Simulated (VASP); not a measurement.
## HfN: single point with LDA

The system is HfN.

```
Hf N
1.0
     0.00000    2.25600    2.25600
     2.25600    0.00000    2.25600
     2.25600    2.25600    0.00000
Hf N
1 1
Direct
  0.94000 0.94000 0.06000
  0.56000 0.56000 0.44000
```

This cell differs from its parent crystal: shortest bond scaled by 0.76.

```yaml
Program: VASP 6.6.1
Task: single point
Functional: LDA
Potentials_or_basis: VASP PAW LDA potentials, release 64 (Hf_pv, N)
Cutoff: 520 eV
k_mesh: 9 × 9 × 9
Occupations: fermi-dirac, width 0.03 eV
Spin: no spin polarisation
```

```yaml
Pressure: 38.5 GPa
Largest_force: 10.984 eV/Å
```

Forces in eV/Å, atoms in the order of the input:
```
Hf    0.000   0.000  10.984
N     0.000   0.000 -10.984
```

Stress tensor (GPa, compression positive):
```
 -6.84   0.00   0.00
  0.00  -6.84   0.00
  0.00   0.00 129.15
```

Levels at points of the mesh, in eV from the Fermi level:
```tsv
k point	band 5	band 6	band 7	band 8	band 9	band 10	band 11	band 12
(0.00, 0.00, 0.00)	-5.38	-5.38	-4.90	-0.05	1.41	2.24	2.89	2.89
```

It took 15 s on 1 thread of AMD EPYC 7R13 Processor (Zen 3) (shared host), peak memory 0.11 GiB.

Caveat: the cell differs from its parent crystal (shortest bond scaled by 0.76); spin-orbit coupling is left out, which moves the levels of the heavy elements; forces of over 1 eV/Å act on the atoms, so gaps and moduli don't describe the material at rest.
